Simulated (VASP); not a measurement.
A run of VASP 6.6.1 is set up as follows.

The input INCAR:

```
PREC = Accurate
ENCUT = 520
EDIFF = 1E-6
ISMEAR = 0
SIGMA = 0.02
LREAL = F
LASPH = T
NELM = 60
ALGO = Normal
ISIF = 2
LWAVE = F
LCHARG = F
GGA = PE
IVDW = 12
NBANDS = 17
```

Contents of KPOINTS:

```
Automatic mesh
0
Gamma
  12 12 12
```

File POSCAR:

```
PbS
1.0
    2.1183352689      1.2230214377      3.4619282818
   -2.1183352689      1.2230214377      3.4619282818
    0.0000000000     -2.4460428755      3.4619282818
Pb S
1 1
Direct
    0.9779892341      0.9779892341      0.9779892341
    0.4776120959      0.4776120959      0.4776120959
```

Potentials or basis: VASP PAW PBE potentials, release 64 (Pb_d, S).

Run with:

```console
$ cat potpaw_PBE.64/Pb_d/POTCAR potpaw_PBE.64/S/POTCAR > POTCAR
$ mpirun -np 1 vasp_std > vasp.out
```

What does it give for the band gap on the k mesh?

0.47 eV, indirect (the least direct gap lies 3.7 meV higher).

What does it give for the pressure?

-1.7 GPa.

Predict the dispersion energy per atom.

-0.337 eV.

Caveat: spin-orbit coupling is left out, which moves the levels of the heavy elements. A k mesh can miss the band edges.
